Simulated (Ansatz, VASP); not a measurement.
# CsPbBr3: VASP beside Ansatz

File INCAR:

```
ALGO = Normal ; EDIFF = 1E-6
ENCUT = 520 ; GGA = PS
ISIF = 2 ; ISMEAR = 0
LASPH = T ; LCHARG = T
LELF = T ; LREAL = F
LVHAR = T ; LWAVE = F
NBANDS = 30 ; NELM = 60
PREC = Accurate ; SIGMA = 0.05
```

The input KPOINTS:

```
k-points
0
Gamma
  6 6 6
```

POSCAR

```
CsPbBr3
1.0
    5.9580500000      0.0000000000      0.0000000000
    0.0000000000      5.9580500000      0.0000000000
    0.0000000000      0.0000000000      5.6939000000
Cs Pb Br
1 1 3
Direct
    0.0000000000      0.0000000000      0.0000000000
    0.5000000000      0.5000000000      0.5000000000
    0.0000000000      0.5000000000      0.5000000000
    0.5000000000      0.0000000000      0.5000000000
    0.5000000000      0.5000000000      0.0000000000
```

Input for Ansatz:

```yaml
crystal:
  lattice:
    - [5.95805, 0.0, 0.0]
    - [0.0, 5.95805, 0.0]
    - [0.0, 0.0, 5.6939]
  atoms:
    - { symbol: Cs, position: [0.0, 0.0, 0.0] }
    - { symbol: Pb, position: [0.5, 0.5, 0.5] }
    - { symbol: Br, position: [0.0, 0.5, 0.5] }
    - { symbol: Br, position: [0.5, 0.0, 0.5] }
    - { symbol: Br, position: [0.5, 0.5, 0.0] }
basis:
  ecutwfc: 420
kpoints:
  mp_grid: { grid: [6, 6, 6] }
hamiltonian:
  xc: pbesol
scf:
  occupations: { method: gaussian, width: 0.05 }
output:
  forces: true
  stress: true
  eigenvalues: true
```

Change from the starting cell: strain +0.015 along x and y, -0.030 along z, atoms carried along.

Alike in both runs: task single point; functional PBEsol; k mesh 6 × 6 × 6; occupations gaussian, width 0.05 eV; no spin polarisation.

|  | VASP | Ansatz |
| --- | --- | --- |
| version | VASP 6.6.1 | Ansatz 0.2.0 |
| potentials or method | VASP PAW PBE potentials, release 64 (Cs_sv, Pb_d, Br), cutoff 520 eV | scalar-relativistic, plane waves, PAW |
| valence electrons in the cell | 44 | 44 |

VASP gave:

```
gap on the k mesh at the Fermi level (eV)                     : 1.29
least direct gap on the mesh (eV)                             : 1.29
pressure (GPa)                                                : 0.1
traceless stress, the component that is largest in VASP (GPa) : 1.50
```

Question: What did Ansatz give for the same quantities?

Answer: gap on the k mesh at the Fermi level (eV): 1.28; least direct gap on the mesh (eV): 1.28; pressure (GPa): 0.2; traceless stress, the component that is largest in VASP (GPa): 1.50.

VASP's potentials were made for PBE, not for PBEsol. With one functional, cell and mesh, what is left measures potentials, basis and numerics.

Spin-orbit coupling is off throughout.
